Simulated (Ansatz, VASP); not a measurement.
**Two plane-wave programs on Si**

File POSCAR:

```
Si
1.0
    3.8402969300      0.0000000000      0.0000000000
   -1.9201484650      3.3257946995      0.0000000000
    0.0000000000      0.0000000000      9.4067679400
Si
6
Direct
    0.0000000000      0.0000000000      0.0000000000
    0.0000000000      0.0000000000      0.2500000000
    0.3333333333      0.6666666667      0.3333333333
    0.3333333333      0.6666666667      0.5833333333
    0.6666666667      0.3333333333      0.6666666667
    0.6666666667      0.3333333333      0.9166666667
```

INCAR.step1

```
SYSTEM = Si
ALGO = Normal
EDIFF = 1E-4
ENCUT = 600
GGA = PE
ISMEAR = 0
LASPH = .True.
LCHARG = .False.
LREAL = .False.
LWAVE = .True.
NELM = 100
PREC = Accurate
SIGMA = 0.03
```

The input INCAR.step2:

```
SYSTEM = Si
ALGO = Normal
EDIFF = 1E-6
EDIFFG = -0.002
ENCUT = 600
IBRION = 2
ISIF = 3
ISMEAR = 0
ISTART = 1
LASPH = .True.
LCHARG = .False.
LMIXTAU = .True.
LREAL = .False.
LWAVE = .False.
METAGGA = R2SCAN
NELM = 100
NSW = 80
PREC = Accurate
SIGMA = 0.03
```

The input KPOINTS:

```
k-points
0
Gamma
  8 8 4
  0 0 0
```

Input for Ansatz:

```yaml
crystal:
  lattice:
    - [3.84029693, 0.0, 0.0]
    - [-1.920148465, 3.3257946995, 0.0]
    - [0.0, 0.0, 9.40676794]
  atoms:
    - { symbol: Si, position: [0.0, 0.0, 0.0] }
    - { symbol: Si, position: [0.0, 0.0, 0.25] }
    - { symbol: Si, position: [0.3333333333, 0.6666666667, 0.3333333333] }
    - { symbol: Si, position: [0.3333333333, 0.6666666667, 0.5833333333] }
    - { symbol: Si, position: [0.6666666667, 0.3333333333, 0.6666666667] }
    - { symbol: Si, position: [0.6666666667, 0.3333333333, 0.9166666667] }
scf:
  occupations: { method: gaussian, width: 0.03 }
output:
  forces: true
  stress: true
hamiltonian:
  xc: r2scan
kpoints:
  mp_grid: { grid: [8, 8, 4] }
relax:
  f_tol: 0.002
  cell: { stress_tol: 0.02 }
```

Alike in both runs: task relaxation of cell and atoms; functional r2SCAN; k mesh 8 × 8 × 4; occupations gaussian, width 0.03 eV; no spin polarisation.

|  | VASP | Ansatz |
| --- | --- | --- |
| version | VASP 6.6.1 | Ansatz 0.2.0 |
| potentials or method | VASP PAW PBE potentials, release 64 (Si) | scalar-relativistic, plane waves, PAW |
| plane-wave cutoff (eV) | 600 | 500 |
| valence electrons in the cell | 24 | 24 |

|  | VASP | Ansatz | Ansatz less VASP |
| --- | --- | --- | --- |
| relaxed volume (Å³/atom) | 20.12 | 20.17 | +0.050 |
| relaxed cell length with the largest relative difference (Å) | 3.847 | 3.850 | +0.0034 |

VASP's potentials were made for PBE, not for r2SCAN.
